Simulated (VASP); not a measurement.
A run of VASP 6.6.1 is set up as follows.

The input INCAR:

```
PREC     = Accurate       # precision mode
ENCUT    = 520            # plane-wave cutoff, eV
EDIFF    = 1E-6           # SCF threshold, eV
ISMEAR   = 0              # smearing method
SIGMA    = 0.1            # smearing width, eV
LREAL    = F              # projectors in reciprocal space
LASPH    = T              # aspherical terms in the spheres
NELM     = 100            # most SCF steps
ALGO     = Normal         # electronic algorithm
ISIF     = 2              # what is computed and relaxed
LWAVE    = F              # write WAVECAR
LCHARG   = F              # write CHGCAR
NBANDS   = 13             # bands
```

File KPOINTS:

```
regular mesh
0
Gamma
  7 7 7
```

POSCAR

```
SrMg
1.0
    1.9274646290      1.1128222207      5.5639431599
   -1.9274646290      1.1128222207      5.5639431599
    0.0000000000     -2.2256444464      5.5639431589
Sr Mg
1 1
Direct
    0.5000000000      0.5000000000      0.5000000000
    0.0000000000      0.0000000000      0.0000000000
```

Potentials or basis: VASP PAW LDA potentials, release 64 (Sr_sv, Mg).

Command:

```console
$ cat potpaw_LDA.64/Sr_sv/POTCAR potpaw_LDA.64/Mg/POTCAR > POTCAR
$ mpirun -np 1 vasp_std > vasp.out
```

Estimate the pressure.

-0.2 GPa.

Predict the band gap on the k mesh.

zero (band 6 reaches 2.08 eV, above the bottom of band 7 at 1.51 eV).
